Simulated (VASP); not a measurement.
# Si (Fd-3m) in VASP: a series of runs

The runs below take Si through single point, relaxation of cell and atoms, with PBE.

Everything below comes from runs of VASP 6.6.1. Logs are shortened: lines on timing, memory, paths and dates and some standing lists are left out, and cuts for length are marked.

## (1) The cell of the first run

Symmetry: Fd-3m, No. 227, cubic system. Conventional cell: a = 5.471 Å, b = 5.471 Å, c = 5.471 Å, α = 90.00°, β = 90.00°, γ = 90.00°. Si (site symmetry -43m) has 4 Si at 2.37 Å within 3.1 Å.

## (2) Single point, PBE

The input, INCAR:

```
  PREC = Accurate
  ENCUT = 520
  EDIFF = 1E-6
  ISMEAR = -1
  SIGMA = 0.02
  LREAL = F
  LASPH = T
  NELM = 60
  ALGO = Normal
  ISIF = 2
  LWAVE = F
  LCHARG = F
  GGA = PE
  NBANDS = 11
```

The input, KPOINTS:

```
Automatic mesh
0
Gamma
  10 10 10
```

The input, POSCAR:

```
Si
1.0
    0.0000000000      2.7354715901      2.7354715901
    2.7354715901      0.0000000000      2.7354715901
    2.7354715901      2.7354715901      0.0000000000
Si
2
Direct
   -0.1250000000     -0.1250000000     -0.1250000000
    0.1250000000      0.1250000000      0.1250000000
```

Potentials or basis: VASP PAW PBE potentials, release 64 (Si).

The run is started by

```sh
> cat potpaw_PBE.64/Si/POTCAR > POTCAR
> mpirun -np 1 vasp_std > vasp.out
```

OUTCAR:

```text
PREC = Accurate
   ENCUT = 520
   EDIFF = 1E-6
   ISMEAR = -1
   LREAL = F
   LASPH = T
   NELM = 60
   ISIF = 2
   GGA = PE

 ion  position               nearest neighbor table
   1  0.875  0.875  0.875-   2 2.37   2 2.37   2 2.37   2 2.37
   2  0.125  0.125  0.125-   1 2.37   1 2.37   1 2.37   1 2.37

  LATTYP: Found a face centered cubic cell.
 ALAT       =     5.4709431802

  Lattice vectors:

 A1 = (   0.0000000000,   2.7354715901,   2.7354715901)
 A2 = (   2.7354715901,   0.0000000000,   2.7354715901)
 A3 = (   2.7354715901,   2.7354715901,   0.0000000000)

Analysis of symmetry for initial positions (statically):
=====================================================================
 Subroutine PRICEL returns:
 Original cell was already a primitive cell.

 Routine SETGRP: Setting up the symmetry group for a
 face centered cubic supercell.

 Subroutine GETGRP returns: Found 48 space group operations
 (whereof 12 operations were pure point group operations)
 out of a pool of 48 trial point group operations.

The static configuration has the point symmetry D_3d.
 The point group associated with its full space group is O_h .

Analysis of symmetry for dynamics (positions and initial velocities):
=====================================================================
 Subroutine PRICEL returns:
 Original cell was already a primitive cell.

 Routine SETGRP: Setting up the symmetry group for a
 face centered cubic supercell.

 Subroutine GETGRP returns: Found 48 space group operations
 (whereof 12 operations were pure point group operations)
 out of a pool of 48 trial point group operations.

The dynamic configuration has the point symmetry D_3d.
 The point group associated with its full space group is O_h .

 Subroutine INISYM returns: Found 48 space group operations
 (whereof 12 operations are pure point group operations),
 and found     1 'primitive' translations

----------------------------------------------------------------------------------------

                                     Primitive cell

  volume of cell :      40.9380

  direct lattice vectors                    reciprocal lattice vectors
     0.000000000  2.735471590  2.735471590    -0.182783839  0.182783839  0.182783839
     2.735471590  0.000000000  2.735471590     0.182783839 -0.182783839  0.182783839
     2.735471590  2.735471590  0.000000000     0.182783839  0.182783839 -0.182783839

  length of vectors
     3.868541022  3.868541022  3.868541022     0.316590897  0.316590897  0.316590897

  position of ions in fractional coordinates (direct lattice)
     0.875000000  0.875000000  0.875000000
     0.125000000  0.125000000  0.125000000

  ion indices of the primitive-cell ions
   primitive index   ion index
                 1           1
                 2           2

----------------------------------------------------------------------------------------

 KPOINTS: Automatic mesh

Automatic generation of k-mesh.
 Grid dimensions read from file:
 generate k-points for:   10   10   10

 Generating k-lattice:

  Cartesian coordinates                     Fractional coordinates (reciprocal lattice)
    -0.018278384  0.018278384  0.018278384     0.100000000  0.000000000  0.000000000
     0.018278384 -0.018278384  0.018278384     0.000000000  0.100000000  0.000000000
     0.018278384  0.018278384 -0.018278384     0.000000000  0.000000000  0.100000000

  Length of vectors
     0.031659090  0.031659090  0.031659090

  Shift w.r.t. Gamma in fractional coordinates (k-lattice)
     0.000000000  0.000000000  0.000000000

 Subroutine IBZKPT returns following result:
 ===========================================

 Found     47 irreducible k-points:

 Following reciprocal coordinates:
            Coordinates               Weight
  0.000000  0.000000  0.000000      1.000000
  0.100000  0.000000  0.000000      8.000000
  0.200000  0.000000  0.000000      8.000000
  0.300000  0.000000  0.000000      8.000000
  0.400000  0.000000  0.000000      8.000000
  0.500000  0.000000  0.000000      4.000000
[... 16 lines left out ...]
  0.300000  0.300000  0.000000      6.000000
  0.400000  0.300000  0.000000     24.000000
 [... further k-points ...]
   k-points           NKPTS =     47   k-points in BZ     NKDIM =     47   number of bands    NBANDS=     11
   number of dos      NEDOS =    301   number of ions     NIONS =      2
   total plane-waves  NPLWV =  27000
   dimension x,y,z NGX =    30 NGY =   30 NGZ =   30
   dimension x,y,z NGXF=    60 NGYF=   60 NGZF=   60
   ions per type =               2
   NGX,Y,Z   is equivalent  to a cutoff of  12.89, 12.89, 12.89 a.u.
   NGXF,Y,Z  is equivalent  to a cutoff of  25.78, 25.78, 25.78 a.u.
 SYSTEM =  unknown system
   PREC   = accura    normal or accurate (medium, high low for compatibility)
   ISTART =      0    job   : 0-new  1-cont  2-samecut
   ICHARG =      2    charge: 1-file 2-atom 10-const
   ISPIN  =      1    spin polarized calculation?
   LNONCOLLINEAR =      F non collinear calculations
   LSORBIT =      F    spin-orbit coupling
   LASPH  =      T    aspherical Exc in radial PAW
   ENCUT  =  520.0 eV  38.22 Ry    6.18 a.u.   7.19  7.19  7.19*2*pi/ulx,y,z
   NELM   =     60;   NELMIN=  2; NELMDL= -5     # of ELM steps
   EDIFF  = 0.1E-05   stopping-criterion for ELM
   LREAL  =      F    real-space projection
   EDIFFG = 0.1E-04   stopping-criterion for IOM
   NSW    =      0    number of steps for IOM
   IBRION =     -1    ionic relax: 0-MD 1-quasi-New 2-CG
   NFREE  =      0    steps in history (QN), initial steepest desc. (CG)
   ISIF   =      2    stress and relaxation
   ISYM   =      2    0-nonsym 1-usesym 2-fastsym
   POTIM  = 0.5000    time-step for ionic-motion
   TEBEG  =    0.0;   TEEND  =   0.0 temperature during run
   PSTRESS=    0.0 pullay stress
   NELECT =       8.0000    total number of electrons
   NUPDOWN=      -1.0000    fix difference up-down
   EMIN   =  10.00;   EMAX   =-10.00  energy-range for DOS
   EFERMI =   0.00;   METHOD = LEGACY
   ISMEAR =    -1;   SIGMA  =   0.02  broadening in eV -4-tet -1-fermi 0-gaus
   EFERMI_NEDOS =   21; number of points for ismear=-14 and -15
   IALGO  =     38    algorithm
   IMIX   =      4    mixing-type and parameters
     AMIX     =   0.40;   BMIX     =  1.00
     AMIX_MAG =   1.60;   BMIX_MAG =  1.00
  volume/ion in A,a.u.               =      20.47       138.13
  Fermi-wavevector in a.u.,A,eV,Ry     =   0.950012  1.795263 12.279579  0.902524
  Thomas-Fermi vector in A             =   2.078349
   LORBIT       =      0    0 simple, 1 ext, 2 COOP (PROOUT), +10 PAW based schemes
   GGA     = PE    functional components
   LHFCALC =     F    Hartree Fock is set to
   AEXX    =    0.0000 exact exchange contribution
   IVDW    =     0    specifies the selected vdW correction
   LEPSILON=     F    determine dielectric tensor
   LRPA    =     F    only Hartree local field effects (RPA)
 non-spin polarized calculation
  energy-cutoff  :      520.00
  volume of cell :       40.94
 maximum number of plane-waves:      1114
 NGX is ok and might be reduce to    30

 number of electron       8.0000000 magnetization

 Free energy of the ion-electron system (eV)
  ---------------------------------------------------
  ext. energy  EPLUGINS =         0.00000000
  ---------------------------------------------------
  free energy    TOTEN  =       -10.84918812 eV

  energy without entropy =      -10.84918812  energy(sigma->0) =      -10.84918812

 E-fermi :   5.9074     XC(G=0):  -9.3227

 val. band max:        5.6039246657   @ k =   0.0000   0.0000   0.0000
 cond. band min:       6.2238398170   @ k =   0.4000   0.4000   0.0000
 fundamental gap:      0.6199151513
 Fermi energy:         5.9073734996

 k-point     1 :       0.0000    0.0000    0.0000
  band No.  band energies     occupation
      1      -6.2025      2.00000
      2       5.6039      2.00000
      3       5.6039      2.00000
      4       5.6039      2.00000
      5       8.1604      0.00000
      6       8.1604      0.00000
      7       8.1604      0.00000
      8       8.7239      0.00000
      9      13.3126      0.00000
     10      13.3126      0.00000
     11      13.4764      0.00000

 k-point     2 :       0.1000    0.0000    0.0000
  band No.  band energies     occupation
      1      -6.0741      2.00000
      2       4.4620      2.00000
      3       5.4104      2.00000
      4       5.4104      2.00000
      5       8.1234      0.00000
      6       8.4458      0.00000
      7       8.4458      0.00000
      8       9.6971      0.00000
      9      12.9632      0.00000
     10      12.9632      0.00000
     11      14.0056      0.00000

 k-point     3 :       0.2000    0.0000    0.0000
  band No.  band energies     occupation
      1      -5.6951      2.00000
      2       2.6234      2.00000
      3       5.0371      2.00000
      4       5.0371      2.00000
      5       7.7523      0.00000
      6       8.9473      0.00000
      7       8.9473      0.00000
      8      11.4722      0.00000
      9      12.6527      0.00000
     10      12.6527      0.00000
     11      14.6753      0.00000
[... 267 lines left out ...]
 k-point    23 :       0.3000    0.3000    0.0000
  band No.  band energies     occupation
      1      -4.6827      2.00000
      2       1.2003      2.00000
      3       3.4244      2.00000
      4       3.4244      2.00000
      5       6.4949      0.00000
      6       8.0414      0.00000
      7      12.1705      0.00000
      8      12.1705      0.00000
      9      14.4987      0.00000
     10      15.0252      0.00000
     11      17.9128      0.00000

 k-point    24 :       0.4000    0.3000    0.0000
  band No.  band energies     occupation
      1      -4.0822      2.00000
      2       0.2127      2.00000
      3       2.8140      2.00000
      4       3.2230      2.00000
      5       6.6823      0.00000
      6       7.8708      0.00000
      7      12.4533      0.00000
      8      12.5953      0.00000
      9      16.0096      0.00000
     10      16.1318      0.00000
     11      17.6167      0.00000

 [... further k-points ...]

------------------------ aborting loop because EDIFF is reached ----------------------------------------

  FORCE on cell =-STRESS in cart. coord.  units (eV):
  Direction    XX          YY          ZZ          XY          YZ          ZX
  --------------------------------------------------------------------------------------
  -------------------------------------------------------------------------------------
  Total       -0.0282047     -0.0282047     -0.0282047     -0.0000000      0.0000000      0.0000000
  in kB       -1.1038375     -1.1038375     -1.1038375     -0.0000000      0.0000000      0.0000000
  external PRESSURE =      -1.1038375 kB  Pullay stress =       0.0000000 kB

 VOLUME and BASIS-vectors are now :
 -----------------------------------------------------------------------------
  energy-cutoff  :      520.00
  volume of cell :       40.94
      direct lattice vectors                 reciprocal lattice vectors
     0.000000000  2.735471590  2.735471590    -0.182783839  0.182783839  0.182783839
     2.735471590  0.000000000  2.735471590     0.182783839 -0.182783839  0.182783839
     2.735471590  2.735471590  0.000000000     0.182783839  0.182783839 -0.182783839

 POSITION                                       TOTAL-FORCE (eV/Angst)
 -----------------------------------------------------------------------------------
      4.78708      4.78708      4.78708        -0.000000     -0.000000     -0.000000
      0.68387      0.68387      0.68387         0.000000      0.000000      0.000000
 -----------------------------------------------------------------------------------
    total drift:                               -0.000000      0.000000      0.000000

  FREE ENERGIE OF THE ION-ELECTRON SYSTEM (eV)
  ---------------------------------------------------
  free  energy   TOTEN  =       -10.8491881222 eV

  energy  without entropy=      -10.8491881211  energy(sigma->0) =      -10.84918812
```

Run time: 13 s. Hardware: 1 thread of Intel Xeon Platinum 8488C (Sapphire Rapids), shared host; peak memory 0.16 GiB.

What came out:

```yaml
Free_energy: -10.8492 eV
Pressure: -0.1 GPa
Band_gap_on_the_k_mesh: 0.62 eV (least direct gap 2.56 eV)
```

## (3) Relaxation of cell and atoms, PBE

The input, INCAR:

```
PREC = Accurate
ENCUT = 600
EDIFF = 1E-6
ISMEAR = -1
SIGMA = 0.02
LREAL = F
LASPH = T
NELM = 60
ALGO = Normal
ISIF = 3
LWAVE = F
LCHARG = F
GGA = PE
IBRION = 2
NSW = 60
EDIFFG = -0.005
```

The input, KPOINTS:

```
regular mesh
0
Gamma
  10 10 10
```

POSCAR is that of step 2.

Potentials or basis: VASP PAW PBE potentials, release 64 (Si).

The run is started by

```sh
> cat potpaw_PBE.64/Si/POTCAR > POTCAR
> mpirun -np 1 vasp_std > vasp.out
```

Wall time 17 s (1 thread of Intel Xeon Platinum 8488C (Sapphire Rapids), shared host); peak memory 0.17 GiB.

It converged, with:

```
Free energy                           : -10.8493 eV
Relaxed volume                        : 20.44 Å³/atom
Relaxed cell                          : a = 3.867 Å, b = 3.867 Å, c = 3.867 Å, α = 60.00°, β = 60.00°, γ = 60.00°
Space group after relaxing (to 0.1 Å) : Fd-3m (No. 227)
Energy gained by relaxing             : 0.0 meV/atom
Ionic steps                           : 3
Pressure after relaxing               : 0.0 GPa
Band gap on the k mesh                : 0.62 eV (least direct gap 2.56 eV)
```

Final structure:
```cif
data_structure
_symmetry_space_group_name_H-M 'P 1'
_symmetry_Int_Tables_number 1
_cell_length_a 3.8670
_cell_length_b 3.8670
_cell_length_c 3.8670
_cell_angle_alpha 60.000
_cell_angle_beta 60.000
_cell_angle_gamma 60.000
_cell_volume 40.89
loop_
_atom_site_label
_atom_site_type_symbol
_atom_site_fract_x
_atom_site_fract_y
_atom_site_fract_z
_atom_site_occupancy
Si1 Si 0.87500 0.87500 0.87500 1
Si2 Si 0.12500 0.12500 0.12500 1
```

Levels at points of the mesh, in eV from the valence-band top:
```csv
k point,band 2,band 3,band 4,band 5,band 6,band 7
"(0.00, 0.00, 0.00)",0.00,0.00,0.00,2.56,2.56,2.56
"(0.50, 0.00, 0.00)",-6.87,-1.18,-1.18,1.47,3.35,3.35
"(0.50, 0.50, 0.00)",-7.75,-2.79,-2.79,0.75,0.75,9.94
```

## (4) Single point, PBE

This run uses another cell than the first one: it holds 12 atoms, not 2.

The input, INCAR:

```
PREC = Accurate
ENCUT = 520
EDIFF = 1E-6
ISMEAR = -1
SIGMA = 0.02
LREAL = False
LASPH = True
NELM = 60
ALGO = Normal
ISIF = 2
LWAVE = False
LCHARG = False
GGA = PE
NBANDS = 36
```

The input, KPOINTS:

```
Automatic mesh
0
Gamma
  3 7 4
```

The input, POSCAR:

```
Si
1.0
   -5.4709431802      5.4709431802      5.4709431802
    0.0000000000     -2.7354715901      2.7354715901
    5.4709431802      2.7354715901      2.7354715901
Si
12
Direct
    0.2916666670      0.0000000000      0.1666666670
    0.2916666670      0.5000000000      0.6666666670
    0.6250000000      0.5000000000      0.0000000000
    0.6250000000      0.0000000000      0.5000000000
    0.9583333330      0.5000000000      0.3333333330
    0.9583333330      0.0000000000      0.8333333330
    0.0416666670      0.0000000000      0.1666666670
    0.0416666670      0.5000000000      0.6666666670
    0.3750000000      0.5000000000      0.0000000000
    0.3750000000      0.0000000000      0.5000000000
    0.7083333330      0.5000000000      0.3333333330
    0.7083333330      0.0000000000      0.8333333330
```

Potentials or basis: VASP PAW PBE potentials, release 64 (Si).

The run is started by

```sh
> cat potpaw_PBE.64/Si/POTCAR > POTCAR
> mpirun -np 1 vasp_std > vasp.out
```

OUTCAR:

```text
PREC = Accurate
   ENCUT = 520
   EDIFF = 1E-6
   ISMEAR = -1
   LREAL = False
   LASPH = True
   NELM = 60
   ISIF = 2
   GGA = PE

 ion  position               nearest neighbor table
   1  0.292  0.000  0.167-  10 2.37   9 2.37   7 2.37   9 2.37
   2  0.292  0.500  0.667-   9 2.37   8 2.37  10 2.37  10 2.37
   3  0.625  0.500  0.000-  11 2.37   9 2.37  12 2.37  12 2.37
   4  0.625  0.000  0.500-  12 2.37  11 2.37  10 2.37  11 2.37
   5  0.958  0.500  0.333-   7 2.37  11 2.37   7 2.37   8 2.37
   6  0.958  0.000  0.833-   8 2.37  12 2.37   8 2.37   7 2.37
   7  0.042  0.000  0.167-   1 2.37   5 2.37   5 2.37   6 2.37
[... 1168 lines left out ...]
  energy-cutoff  :      520.00
  volume of cell :      245.63
      direct lattice vectors                 reciprocal lattice vectors
    -5.470943180  5.470943180  5.470943180    -0.060927946  0.060927946  0.060927946
     0.000000000 -2.735471590  2.735471590     0.000000000 -0.182783839  0.182783839
     5.470943180  2.735471590  2.735471590     0.121855893  0.060927946  0.060927946

 POSITION                                       TOTAL-FORCE (eV/Angst)
 -----------------------------------------------------------------------------------
     -0.68387      2.05160      2.05160        -0.000098      0.000184      0.000184
      2.05160      2.05160      4.78708        -0.000098      0.000184      0.000184
     -3.41934      2.05160      4.78708        -0.000098      0.000184      0.000184
     -0.68387      4.78708      4.78708        -0.000098      0.000184      0.000184
     -3.41934      4.78708      7.52255        -0.000098      0.000184      0.000184
     -0.68387      7.52255      7.52255        -0.000098      0.000184      0.000184
      0.68387      0.68387      0.68387         0.000098     -0.000184     -0.000184
      3.41934      0.68387      3.41934         0.000098     -0.000184     -0.000184
     -2.05160      0.68387      3.41934         0.000098     -0.000184     -0.000184
      0.68387      3.41934      3.41934         0.000098     -0.000184     -0.000184
     -2.05160      3.41934      6.15481         0.000098     -0.000184     -0.000184
      0.68387      6.15481      6.15481         0.000098     -0.000184     -0.000184
 -----------------------------------------------------------------------------------
    total drift:                               -0.000000      0.000000      0.000000

  FREE ENERGIE OF THE ION-ELECTRON SYSTEM (eV)
  ---------------------------------------------------
  free  energy   TOTEN  =       -65.0881755658 eV

  energy  without entropy=      -65.0881755650  energy(sigma->0) =      -65.08817557
```

stdout:

```text
POSCAR found type information on POSCAR Si
 POSCAR found :  1 types and      12 ions
 scaLAPACK will be used
 LDA part: xc-table for (Slater+PW92), standard interpolation
 POSCAR, INCAR and KPOINTS ok, starting setup
 FFT: planning ... GRIDC
 FFT: planning ... GRID_SOFT
 FFT: planning ... GRID
 WAVECAR not read
 entering main loop
```

Wall time 2.4 min (1 thread of Intel Xeon Platinum 8488C (Sapphire Rapids), shared host); peak memory 0.38 GiB.

What came out:

| Property | Result |
| --- | --- |
| Free energy | -65.0882 eV |
| Pressure | -0.1 GPa |
| Band gap on the k mesh | 0.72 eV |

Levels at points of the mesh, in eV from the valence-band top:
```
           k point  band 22  band 23  band 24  band 25  band 26  band 27
(0.00, 0.00, 0.00)     0.00     0.00     0.00     0.75     0.75     1.69
(0.00, 0.00, 0.50)    -1.08    -0.92    -0.92     1.45     1.45     2.40
```

Caveat: an odd mesh through Γ misses points on the zone boundary, where band edges can lie.

## (5) Summary

```tsv
task	cell	k mesh	cutoff (eV)	gap on the mesh (eV)	pressure (GPa)
single point	a = 3.869 Å, angles 60.0°, 2 atoms, atomic positions A	10 × 10 × 10	520	0.62	-0.1
relaxation of cell and atoms	relaxed from a = 3.869 Å, angles 60.0°, 2 atoms, atomic positions A	10 × 10 × 10	600	0.62	0.0
single point	a = 9.476, b = 3.869, c = 6.701 Å, 12 atoms, atomic positions B	3 × 7 × 4	520	0.72	-0.1
```

Alike in all rows: level PBE; potentials or basis VASP PAW PBE potentials, release 64 (Si); no spin polarisation; smearing fermi-dirac 0.02 eV.

Caveats: an odd mesh through Γ misses points on the zone boundary, where band edges can lie (at least some runs).

Absolute energies hang on the potentials; compare differences alone.
